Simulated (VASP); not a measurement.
Wanted: the native input for a VASP 6.6.1 run.

- Task: single point
- Functional: PBEsol
- Potentials or basis: VASP PAW PBE potentials, release 64 (Zr_sv)
- Cutoff: 520 eV
- k mesh: 18 × 18 × 18
- Occupations: gaussian, width 0.15 eV
- Spin: no spin polarisation
- Dipole correction: no
- Further INCAR settings: ALGO = Fast; EDIFF = 1e-06; NBANDS = 12

The structure of Zr lies in POSCAR:

```
Zr
1.0
    0.0845625000      2.2550000000      2.2550000000
    2.2550000000      0.0845625000      2.2550000000
    2.3395625000      2.3395625000      0.0000000000
Zr
1
Direct
    0.0000000000      0.0000000000      0.0000000000
```

This cell differs from its parent crystal: strain +0.0750 x Voigt [0, 0, 0, 0, 0, 1].

One way to write it, as run:

INCAR

```
SYSTEM = Zr
PREC = Accurate
ENCUT = 520
EDIFF = 1E-6
ISMEAR = 0
SIGMA = 0.15
LREAL = .FALSE.
LASPH = .TRUE.
NELM = 60
ALGO = Fast
ISIF = 2
LWAVE = .FALSE.
LCHARG = .TRUE.
GGA = PS
LELF = .TRUE.
LVHAR = .TRUE.
NBANDS = 12
```

KPOINTS

```
regular mesh
0
G
  18 18 18
  0 0 0
```

Potentials or basis: VASP PAW PBE potentials, release 64 (Zr_sv).

Launch:

```console
$ cat potpaw_PBE.64/Zr_sv/POTCAR > POTCAR
$ mpirun -np 1 vasp_std > vasp.out
```

Results of the run:

| Item | Value |
| --- | --- |
| Pressure | -2.5 GPa |
| Band gap on the k mesh | zero (band 6 reaches 9.71 eV, above the bottom of band 7 at 8.37 eV) |

Caveat: the cell differs from its parent crystal (strain +0.0750 x Voigt [0, 0, 0, 0, 0, 1]); the PAW data sets were made with another functional, which shifts forces and pressure a little.

It took 3.8 min on 1 thread of Intel Xeon 6975P-C, on a shared host, peak memory 0.34 GiB.
